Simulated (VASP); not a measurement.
# Bi2Te3 in VASP: settings compared

Aim: see how the results for Bi2Te3 move with the level of theory and the settings. Levels: PBE+D3(BJ), LDA. Tasks: single point.

Program: VASP 6.6.1. These are calculated values, not measurements. Logs are shortened: lines on timing, memory, paths and dates and some standing lists are left out, and cuts for length are marked.

**1. The cell of the first run**

The cell holds a slab with vacuum, 10 atoms: a = 4.369 Å, b = 4.369 Å, c = 61.237 Å, α = 90.00°, β = 90.00°, γ = 120.00°.

**2. Single point, PBE+D3(BJ)**

Input file INCAR:

```
  PREC = Accurate
  ENCUT = 520
  EDIFF = 1E-7
  ISMEAR = 0
  SIGMA = 0.01
  LREAL = F
  LASPH = T
  NELM = 100
  ALGO = Normal
  ISIF = 2
  LWAVE = F
  LCHARG = F
  LDIPOL = T
  IDIPOL = 3
  DIPOL = 0.5 0.5 0.500
  GGA = PE
  IVDW = 12
  NBANDS = 59
```

Input file KPOINTS:

```
Automatic mesh
0
Gamma
  9 9 1
```

Input file POSCAR:

```
Bi2Te3
1.0
    4.3693943085      0.0000000000      0.0000000000
   -2.1846971542      3.7840064703      0.0000000000
    0.0000000000      0.0000000000     61.2372151237
Te Bi
6 4
Direct
    0.0000000000      0.0000000000      0.3555929235
    0.6666666667      0.3333333333      0.4171423949
    0.3333333333      0.6666666667      0.4787591526
    0.6666666667      0.3333333333      0.5212408474
    0.3333333333      0.6666666667      0.5828576051
    0.0000000000      0.0000000000      0.6444070765
    0.3333333333      0.6666666667      0.3838367714
    0.0000000000      0.0000000000      0.4503205516
    0.0000000000      0.0000000000      0.5496794484
    0.6666666667      0.3333333333      0.6161632286
```

Potentials or basis: VASP PAW PBE potentials, release 64 (Te, Bi_d).

Started as:

```console
cat potpaw_PBE.64/Te/POTCAR potpaw_PBE.64/Bi_d/POTCAR > POTCAR
mpirun -np 1 vasp_std > vasp.out
```

OUTCAR:

```text
PREC = Accurate
   ENCUT = 520
   EDIFF = 1E-7
   ISMEAR = 0
   LREAL = F
   LASPH = T
   NELM = 100
   ISIF = 2
   GGA = PE
   IVDW = 12
 IVDW          = 12

 ion  position               nearest neighbor table
   1  0.000  0.000  0.356-   7 3.06   7 3.06   7 3.06
   2  0.667  0.333  0.417-   8 3.24   8 3.24   8 3.24   7 3.24   7 3.24   7 3.24
   3  0.333  0.667  0.479-   8 3.07   8 3.07   8 3.07   4 3.62   4 3.62   4 3.62
   4  0.667  0.333  0.521-   9 3.07   9 3.07   9 3.07   3 3.62   3 3.62   3 3.62
   5  0.333  0.667  0.583-   9 3.24   9 3.24   9 3.24  10 3.24  10 3.24  10 3.24
   6  0.000  0.000  0.644-  10 3.06  10 3.06  10 3.06
   7  0.333  0.667  0.384-   1 3.06   1 3.06   1 3.06   2 3.24   2 3.24   2 3.24
   8  0.000  0.000  0.450-   3 3.07   3 3.07   3 3.07   2 3.24   2 3.24   2 3.24
   9  0.000  0.000  0.550-   4 3.07   4 3.07   4 3.07   5 3.24   5 3.24   5 3.24
  10  0.667  0.333  0.616-   6 3.06   6 3.06   6 3.06   5 3.24   5 3.24   5 3.24

  LATTYP: Found a hexagonal cell.
 ALAT       =     4.3693943085
 C/A-ratio  =    14.0150352200

  Lattice vectors:

 A1 = (   4.3693943085,   0.0000000000,   0.0000000000)
 A2 = (  -2.1846971542,   3.7840064703,   0.0000000000)
 A3 = (   0.0000000000,   0.0000000000,  61.2372151237)

Analysis of symmetry for initial positions (statically):
=====================================================================
 Subroutine PRICEL returns:
 Original cell was already a primitive cell.

 Routine SETGRP: Setting up the symmetry group for a
 hexagonal supercell.

 Subroutine GETGRP returns: Found 12 space group operations
 (whereof 12 operations were pure point group operations)
 out of a pool of 24 trial point group operations.

The static configuration has the point symmetry D_3d.

Analysis of symmetry for dynamics (positions and initial velocities):
=====================================================================
 Subroutine PRICEL returns:
 Original cell was already a primitive cell.

 Routine SETGRP: Setting up the symmetry group for a
 hexagonal supercell.

 Subroutine GETGRP returns: Found 12 space group operations
 (whereof 12 operations were pure point group operations)
 out of a pool of 24 trial point group operations.

The dynamic configuration has the point symmetry D_3d.

 Subroutine INISYM returns: Found 12 space group operations
 (whereof 12 operations are pure point group operations),
 and found     1 'primitive' translations

----------------------------------------------------------------------------------------

                                     Primitive cell

  volume of cell :    1012.4849

  direct lattice vectors                    reciprocal lattice vectors
     4.369394309  0.000000000  0.000000000     0.228864673  0.132135081  0.000000000
    -2.184697154  3.784006470  0.000000000     0.000000000  0.264270161  0.000000000
     0.000000000  0.000000000 61.237215124     0.000000000  0.000000000  0.016329939

  length of vectors
     4.369394309  4.369394308 61.237215124     0.264270161  0.264270161  0.016329939

  position of ions in fractional coordinates (direct lattice)
     0.000000000  0.000000000  0.355592923
     0.666666667  0.333333333  0.417142395
     0.333333333  0.666666667  0.478759153
     0.666666667  0.333333333  0.521240847
     0.333333333  0.666666667  0.582857605
     0.000000000  0.000000000  0.644407077
     0.333333333  0.666666667  0.383836771
     0.000000000  0.000000000  0.450320552
     0.000000000  0.000000000  0.549679448
     0.666666667  0.333333333  0.616163229

  ion indices of the primitive-cell ions
   primitive index   ion index
                 1           1
                 2           2
                 3           3
                 4           4
                 5           5
                 6           6
                 7           7
                 8           8
                 9           9
                10          10

----------------------------------------------------------------------------------------

 KPOINTS: Automatic mesh

Automatic generation of k-mesh.
 Grid dimensions read from file:
 generate k-points for:    9    9    1

 Generating k-lattice:

  Cartesian coordinates                     Fractional coordinates (reciprocal lattice)
     0.025429408  0.014681676  0.000000000     0.111111111  0.000000000  0.000000000
     0.000000000  0.029363351  0.000000000     0.000000000  0.111111111  0.000000000
     0.000000000  0.000000000  0.016329939     0.000000000  0.000000000  1.000000000

  Length of vectors
     0.029363351  0.029363351  0.016329939

  Shift w.r.t. Gamma in fractional coordinates (k-lattice)
     0.000000000  0.000000000  0.000000000

 Subroutine IBZKPT returns following result:
 ===========================================

 Found     12 irreducible k-points:

 Following reciprocal coordinates:
            Coordinates               Weight
  0.000000  0.000000  0.000000      1.000000
  0.111111 -0.000000  0.000000      6.000000
  0.222222 -0.000000  0.000000      6.000000
  0.333333 -0.000000  0.000000      6.000000
  0.444444 -0.000000  0.000000      6.000000
  0.111111  0.111111  0.000000      6.000000
  0.222222  0.111111  0.000000     12.000000
  0.333333  0.111111  0.000000     12.000000
  0.444444  0.111111  0.000000      6.000000
  0.222222  0.222222  0.000000      6.000000
  0.333333  0.222222  0.000000     12.000000
  0.333333  0.333333  0.000000      2.000000
   k-points           NKPTS =     12   k-points in BZ     NKDIM =     12   number of bands    NBANDS=     59
   number of dos      NEDOS =    301   number of ions     NIONS =     10
   total plane-waves  NPLWV = 491520
   dimension x,y,z NGX =    32 NGY =   32 NGZ =  480
   dimension x,y,z NGXF=    64 NGYF=   64 NGZF=  960
   ions per type =               6   4
   NGX,Y,Z   is equivalent  to a cutoff of  12.18, 12.18, 13.03 a.u.
   NGXF,Y,Z  is equivalent  to a cutoff of  24.35, 24.35, 26.06 a.u.
 SYSTEM =  unknown system
   PREC   = accura    normal or accurate (medium, high low for compatibility)
   ISTART =      0    job   : 0-new  1-cont  2-samecut
   ICHARG =      2    charge: 1-file 2-atom 10-const
   ISPIN  =      1    spin polarized calculation?
   LNONCOLLINEAR =      F non collinear calculations
   LSORBIT =      F    spin-orbit coupling
   LASPH  =      T    aspherical Exc in radial PAW
   ENCUT  =  520.0 eV  38.22 Ry    6.18 a.u.   8.12  8.12113.86*2*pi/ulx,y,z
   NELM   =    100;   NELMIN=  2; NELMDL= -5     # of ELM steps
   EDIFF  = 0.1E-06   stopping-criterion for ELM
   LREAL  =      F    real-space projection
   EDIFFG = 0.1E-05   stopping-criterion for IOM
   NSW    =      0    number of steps for IOM
   IBRION =     -1    ionic relax: 0-MD 1-quasi-New 2-CG
   NFREE  =      0    steps in history (QN), initial steepest desc. (CG)
   ISIF   =      2    stress and relaxation
   ISYM   =      2    0-nonsym 1-usesym 2-fastsym
   POTIM  = 0.5000    time-step for ionic-motion
   TEBEG  =    0.0;   TEEND  =   0.0 temperature during run
   PSTRESS=    0.0 pullay stress
   NELECT =      96.0000    total number of electrons
   NUPDOWN=      -1.0000    fix difference up-down
   EMIN   =  10.00;   EMAX   =-10.00  energy-range for DOS
   EFERMI =   0.00;   METHOD = LEGACY
   ISMEAR =     0;   SIGMA  =   0.01  broadening in eV -4-tet -1-fermi 0-gaus
   EFERMI_NEDOS =   21; number of points for ismear=-14 and -15
   IALGO  =     38    algorithm
   IMIX   =      4    mixing-type and parameters
     AMIX     =   0.40;   BMIX     =  1.00
     AMIX_MAG =   1.60;   BMIX_MAG =  1.00
  volume/ion in A,a.u.               =     101.25       683.26
  Fermi-wavevector in a.u.,A,eV,Ry     =   0.746510  1.410700  7.582220  0.557277
  Thomas-Fermi vector in A             =   1.842348
   LORBIT       =      0    0 simple, 1 ext, 2 COOP (PROOUT), +10 PAW based schemes
   GGA     = PE    functional components
   LHFCALC =     F    Hartree Fock is set to
   AEXX    =    0.0000 exact exchange contribution
   IVDW    =    12    specifies the selected vdW correction
   LEPSILON=     F    determine dielectric tensor
   LRPA    =     F    only Hartree local field effects (RPA)
 non-spin polarized calculation
 Gauss-broadening in eV      SIGMA  =   0.01
  energy-cutoff  :      520.00
  volume of cell :     1012.48
 maximum number of plane-waves:     27328
   NGX = 17   NGY = 17   NGZ =227

 dipolmoment           0.000000      0.000000     -0.000000 electrons x Angstroem

 number of electron      96.0000002 magnetization

 dipolmoment           0.000000      0.000000      0.000000 electrons x Angstroem

 Free energy of the ion-electron system (eV)
  ---------------------------------------------------
  ext. energy  EPLUGINS =         0.00000000
  ---------------------------------------------------
  free energy    TOTEN  =       -36.64012085 eV

  energy without entropy =      -36.64012085  energy(sigma->0) =      -36.64012085

 E-fermi :  -1.2479     XC(G=0):  -3.3245

 val. band max:       -1.3345225675   @ k =   0.0000   0.0000   0.0000
 cond. band min:      -0.7606394541   @ k =   0.0000   0.0000   0.0000
 fundamental gap:      0.5738831135
 Fermi energy:        -1.2478582273

 k-point     1 :       0.0000    0.0000    0.0000
  band No.  band energies     occupation
      1     -24.3611      2.00000
      2     -24.3611      2.00000
      3     -24.3611      2.00000
      4     -24.3611      2.00000
      5     -24.3502      2.00000
      6     -24.3502      2.00000
[... 51 lines left out ...]
     58       0.7817      0.00000
     59       0.9269      0.00000

 k-point     2 :       0.1111   -0.0000    0.0000
  band No.  band energies     occupation
      1     -24.3619      2.00000
      2     -24.3619      2.00000
      3     -24.3596      2.00000
      4     -24.3596      2.00000
      5     -24.3493      2.00000
      6     -24.3493      2.00000
[... 51 lines left out ...]
     58       1.1245      0.00000
     59       1.2619      0.00000

 k-point     3 :       0.2222   -0.0000    0.0000
  band No.  band energies     occupation
      1     -24.3644      2.00000
      2     -24.3644      2.00000
      3     -24.3564      2.00000
      4     -24.3564      2.00000
      5     -24.3502      2.00000
      6     -24.3501      2.00000
[... 494 lines left out ...]
      5     -24.3502      2.00000
      6     -24.3502      2.00000
[... 51 lines left out ...]
     58       2.6420      0.00000
     59       2.7670      0.00000

 k-point    12 :       0.3333    0.3333    0.0000
  band No.  band energies     occupation
      1     -24.3634      2.00000
      2     -24.3634      2.00000
      3     -24.3596      2.00000
      4     -24.3596      2.00000
      5     -24.3473      2.00000
      6     -24.3473      2.00000
[... 51 lines left out ...]
     58       2.9639      0.00000
     59       2.9746      0.00000

------------------------ aborting loop because EDIFF is reached ----------------------------------------

 vacuum level on the upper side and lower side of the slab       (xc-potential included)        -0.009        -0.009

 Edisp (eV)   -4.02576

 E8    (eV) :    -1.9452

  FORCE on cell =-STRESS in cart. coord.  units (eV):
  Direction    XX          YY          ZZ          XY          YZ          ZX
  --------------------------------------------------------------------------------------
  -------------------------------------------------------------------------------------
  Total      -0.02914    -0.02914     0.00900    -0.00000     0.00000     0.00000
  in kB      -0.04611    -0.04611     0.01424    -0.00000     0.00000     0.00000
  external pressure =       -0.03 kB  Pullay stress =        0.00 kB

 VOLUME and BASIS-vectors are now :
 -----------------------------------------------------------------------------
  energy-cutoff  :      520.00
  volume of cell :     1012.48
      direct lattice vectors                 reciprocal lattice vectors
     4.369394309  0.000000000  0.000000000     0.228864673  0.132135081  0.000000000
    -2.184697154  3.784006470  0.000000000     0.000000000  0.264270161  0.000000000
     0.000000000  0.000000000 61.237215124     0.000000000  0.000000000  0.016329939

 POSITION                                       TOTAL-FORCE (eV/Angst)
 -----------------------------------------------------------------------------------
      0.00000      0.00000     21.77552         0.000000     -0.000000     -0.008769
      2.18470      1.26134     25.54464         0.000000     -0.000000      0.000119
     -0.00000      2.52267     29.31788        -0.000000      0.000000      0.011908
      2.18470      1.26134     31.91934         0.000000     -0.000000     -0.011908
     -0.00000      2.52267     35.69258        -0.000000      0.000000     -0.000119
      0.00000      0.00000     39.46169        -0.000000      0.000000      0.008769
     -0.00000      2.52267     23.50509         0.000000      0.000000      0.006880
      0.00000      0.00000     27.57638        -0.000000      0.000000     -0.008907
      0.00000      0.00000     33.66084         0.000000      0.000000      0.008907
      2.18470      1.26134     37.73212        -0.000000      0.000000     -0.006880
 -----------------------------------------------------------------------------------
    total drift:                                0.000000     -0.000000      0.000000

  FREE ENERGIE OF THE ION-ELECTRON SYSTEM (eV)
  ---------------------------------------------------
  free  energy   TOTEN  =       -40.6658765135 eV

  energy  without entropy=      -40.6658765135  energy(sigma->0) =      -40.66587651

 vacuum level on the upper side and lower side of the slab         3.671         3.671
```

Run time: 37 min. Hardware: 1 thread of Intel Xeon Platinum 8488C (Sapphire Rapids), shared host; peak memory 1.2 GiB.

What came out:

```
Free energy                : -40.6659 eV
Largest force              : 0.012 eV/Å
Band gap on the k mesh     : 0.57 eV
Dispersion energy per atom : -0.403 eV
```

Forces in eV/Å, atoms in the order of the input:
```
Te   0.000  0.000 -0.009
Te   0.000  0.000  0.000
Te   0.000  0.000  0.012
Te   0.000  0.000 -0.012
Te   0.000  0.000  0.000
Te   0.000  0.000  0.009
Bi   0.000  0.000  0.007
Bi   0.000  0.000 -0.009
Bi   0.000  0.000  0.009
Bi   0.000  0.000 -0.007
```

Levels at points of the mesh, in eV from the valence-band top:
```tsv
k point	band 46	band 47	band 48	band 49	band 50	band 51
(0.00, 0.00, 0.00)	-0.67	-0.67	0.00	0.57	0.88	1.02
```

Caveat: spin-orbit coupling is left out, which moves the levels of the heavy elements.

**3. Single point, PBE+D3(BJ)**

Input file INCAR:

```
SYSTEM = Bi2Te3
ALGO = Normal
DIPOL = 0.5 0.5 0.500
EDIFF = 1E-6
ENCUT = 520
GGA = PE
IDIPOL = 3
ISIF = 2
ISMEAR = 0
IVDW = 12
LASPH = .True.
LCHARG = .True.
LDIPOL = .True.
LELF = .True.
LREAL = .False.
LVACPOTAV = .True.
LVHAR = .True.
LWAVE = .False.
NBANDS = 59
NELM = 60
PREC = Accurate
SIGMA = 0.01
```

Input file KPOINTS:

```
k-points
0
Gamma
  9 9 1
  0 0 0
```

POSCAR is that of step 2.

Potentials or basis: VASP PAW PBE potentials, release 64 (Te, Bi_d).

Started as:

```console
cat potpaw_PBE.64/Te/POTCAR potpaw_PBE.64/Bi_d/POTCAR > POTCAR
mpirun -np 1 vasp_std > vasp.out
```

Run time: 16 min. Hardware: 1 thread of Oxide Virtual Turin-like, shared host; peak memory 1.2 GiB.

It converged, with:

| Item | Value |
| --- | --- |
| Free energy | -40.6658 eV |
| Largest force | 0.012 eV/Å |
| Band gap on the k mesh | 0.57 eV |
| Dispersion energy per atom | -0.403 eV |
| Ionisation potential of the upper face | 5.03 eV |

Forces in eV/Å, atoms in the order of the input:
```
Te   0.000  0.000 -0.009
Te   0.000  0.000 -0.001
Te   0.000  0.000  0.012
Te   0.000  0.000 -0.012
Te   0.000  0.000  0.001
Te   0.000  0.000  0.009
Bi   0.000  0.000  0.006
Bi   0.000  0.000 -0.007
Bi   0.000  0.000  0.007
Bi   0.000  0.000 -0.006
```

Levels at points of the mesh, in eV from the valence-band top:
```
           k point  band 46  band 47  band 48  band 49  band 50  band 51
(0.00, 0.00, 0.00)    -0.67    -0.67     0.00     0.57     0.88     1.02
```

Caveat: spin-orbit coupling is left out, which moves the levels of the heavy elements.

**4. Single point, LDA**

Input file INCAR:

```
SYSTEM = Bi2Te3
PREC     = Accurate       ! precision mode
ENCUT    = 520            ! plane-wave cutoff, eV
EDIFF    = 1E-6           ! SCF threshold, eV
ISMEAR   = 0              ! smearing method
SIGMA    = 0.02           ! smearing width, eV
LREAL    = .FALSE.        ! projectors in reciprocal space
LASPH    = .TRUE.         ! aspherical terms in the spheres
NELM     = 80             ! most SCF steps
ALGO     = Normal         ! electronic algorithm
ISIF     = 2              ! what is computed and relaxed
LWAVE    = .FALSE.        ! write WAVECAR
LCHARG   = .FALSE.        ! write CHGCAR
LDIPOL   = .TRUE.       
IDIPOL   = 3            
DIPOL    = 0.5 0.5 0.500
GGA      = CA             ! functional
NBANDS   = 59             ! bands
```

Input file KPOINTS:

```
regular mesh
0
G
  9 9 1
  0 0 0
```

Input file POSCAR:

```
Bi2Te3
1.0
    4.3693929082      0.0000000000      0.0000000000
   -2.1846964541      3.7840052576      0.0000000000
    0.0000000000      0.0000000000     61.2372151650
Te Bi
6 4
Direct
    0.0000000000      0.0000000000      0.3555927863
    0.6666666667      0.3333333333      0.4171422965
    0.3333333333      0.6666666667      0.4787590986
    0.6666666667      0.3333333333      0.5212409014
    0.3333333333      0.6666666667      0.5828577035
    0.0000000000      0.0000000000      0.6444072137
    0.3333333333      0.6666666667      0.3838366543
    0.0000000000      0.0000000000      0.4503204745
    0.0000000000      0.0000000000      0.5496795255
    0.6666666667      0.3333333333      0.6161633457
```

Potentials or basis: VASP PAW LDA potentials, release 64 (Te, Bi_d).

Started as:

```console
cat potpaw_LDA.64/Te/POTCAR potpaw_LDA.64/Bi_d/POTCAR > POTCAR
mpirun -np 1 vasp_std > vasp.out
```

Wall time 58 min (1 thread of Oxide Virtual Turin-like, shared host); peak memory 1 GiB.

Results (log left out):

```
Free energy            : -42.8384 eV
Largest force          : 0.298 eV/Å
Band gap on the k mesh : 0.52 eV
```

Forces in eV/Å, atoms in the order of the input:
```
Te   0.000  0.000  0.298
Te   0.000  0.000 -0.016
Te   0.000  0.000 -0.117
Te   0.000  0.000  0.117
Te   0.000  0.000  0.016
Te   0.000  0.000 -0.298
Bi   0.000  0.000 -0.109
Bi   0.000  0.000  0.026
Bi   0.000  0.000 -0.026
Bi   0.000  0.000  0.109
```

Levels at points of the mesh, in eV from the valence-band top:
```tsv
k point	band 44	band 45	band 46	band 47	band 48	band 49	band 50	band 51	band 52	band 53
(0.00, 0.00, 0.00)	-0.75	-0.75	-0.62	-0.62	0.00	0.52	0.86	1.02	1.02	1.28
```

Caveat: spin-orbit coupling is left out, which moves the levels of the heavy elements.
